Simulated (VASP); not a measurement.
Input of a VASP 6.6.1 run:

File INCAR:

```
SYSTEM = InSe
PREC = Accurate
ENCUT = 600
EDIFF = 1E-6
ISMEAR = 0
SIGMA = 0.03
LREAL = .False.
LASPH = .True.
NELM = 80
ALGO = Normal
ISIF = 3
LWAVE = .False.
LCHARG = .False.
GGA = PE
IVDW = 12
IBRION = 2
NSW = 90
EDIFFG = -0.01
KPAR = 2
```

The input KPOINTS:

```
Automatic mesh
0
Gamma
  9 9 2
  0 0 0
```

The input POSCAR:

```
InSe
1.0
    4.0500000000      0.0000000000      0.0000000000
   -2.0250000000      3.5074028853      0.0000000000
    0.0000000000      0.0000000000     16.9300000000
In Se
4 4
Direct
    0.3333333333      0.6666666667      0.1570000000
    0.6666666667      0.3333333333      0.6570000000
    0.3333333333      0.6666666667      0.3430000000
    0.6666666667      0.3333333333      0.8430000000
    0.3333333333      0.6666666667      0.6020000000
    0.6666666667      0.3333333333      0.1020000000
    0.3333333333      0.6666666667      0.8980000000
    0.6666666667      0.3333333333      0.3980000000
```

Potentials or basis: VASP PAW PBE potentials, release 64 (In_d, Se).

Command:

```bash
$ cat potpaw_PBE.64/In_d/POTCAR potpaw_PBE.64/Se/POTCAR > POTCAR
$ mpirun -np 2 vasp_std > vasp.out
```

Q: Estimate the relaxed volume.

A: 29.51 Å³/atom.

Q: Estimate the dispersion energy per atom.

A: -0.297 eV.

Q: What does it give for the band gap on the k mesh?

A: 0.35 eV.

Q: What does it give for the space group after relaxing (to 0.1 Å)?

A: P6_3/mmc (No. 194).

Final structure:
```xyz
8
Lattice="4.0331 0.0000 0.0000 -2.0165 3.4927 0.0000 0.0000 0.0000 16.7572" Properties=species:S:1:pos:R:3 pbc="T T T"
In    0.0000    2.3285    2.7924
In    2.0165    1.1642   11.1709
In    0.0000    2.3285    5.5862
In    2.0165    1.1642   13.9648
Se    0.0000    2.3285    9.8818
Se    2.0165    1.1642    1.5032
Se    0.0000    2.3285   15.2540
Se    2.0165    1.1642    6.8754
```

Caveat: spin-orbit coupling is left out, which moves the levels of the heavy elements.
